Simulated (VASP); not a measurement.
Wanted: the native input for a VASP 6.6.1 run.

```
Task                   : single point
Functional             : PBEsol
Potentials or basis    : VASP PAW PBE potentials, release 64 (Co, O)
Cutoff                 : 520 eV
k mesh                 : 18 × 18 × 18
Occupations            : gaussian, width 0.15 eV
Spin                   : collinear spin, ferromagnetic start
Starting moments       : [2.64, 0.33] μB
Dipole correction      : no
Further INCAR settings : ALGO = Normal; EDIFF = 1e-06; NBANDS = 18
```

The structure of CoO lies in POSCAR:

```
CoO
1.0
    1.6259071081      0.9387179065      2.3423298300
   -1.6259071081      0.9387179065      2.3423298300
    0.0000000000     -1.8774358131      2.3423298300
Co O
1 1
Direct
    0.0000000000      0.0000000000      0.0000000000
    0.5000000000      0.5000000000      0.5000000000
```

This cell differs from its parent crystal: strain +0.080 along x and y, -0.040 along z.

One way to write it, as run:

INCAR

```
  PREC = Accurate
  ENCUT = 520
  EDIFF = 1E-6
  ISMEAR = 0
  SIGMA = 0.15
  LREAL = False
  LASPH = True
  NELM = 150
  ALGO = Normal
  ISIF = 2
  LWAVE = False
  LCHARG = True
  ISPIN = 2
  MAGMOM = 2.64 0.33
  LORBIT = 11
  LMAXMIX = 4
  GGA = PS
  LELF = True
  LVHAR = True
  NBANDS = 18
```

KPOINTS

```
regular mesh
0
Gamma
  18 18 18
```

Potentials or basis: VASP PAW PBE potentials, release 64 (Co, O).

Command:

```bash
$ cat potpaw_PBE.64/Co/POTCAR potpaw_PBE.64/O/POTCAR > POTCAR
$ mpirun -np 1 vasp_std > vasp.out
```

It gave:

The pressure is -25.0 GPa. The band gap on the k mesh is zero (filled and empty bands overlap). The net moment is 2.99 μB per cell. The site moments are Co +2.61; O +0.33 μB. The valence electrons inside the program's atomic spheres are Co 7.64; O 4.89.

Caveat: the cell differs from its parent crystal (strain +0.080 along x and y, -0.040 along z); the cell stands under tension; the PAW data sets were made with another functional, which shifts forces and pressure a little; a cell with one magnetic atom can't hold antiferromagnetic order, which such compounds often take; semilocal functionals often make such compounds metallic where correlation or magnetic order opens a gap, which also shifts bond lengths.

Wall time 4 min on 1 thread of Intel(R) Xeon(R) Platinum 8488C (Sapphire Rapids) (shared host), peak memory 0.43 GiB.
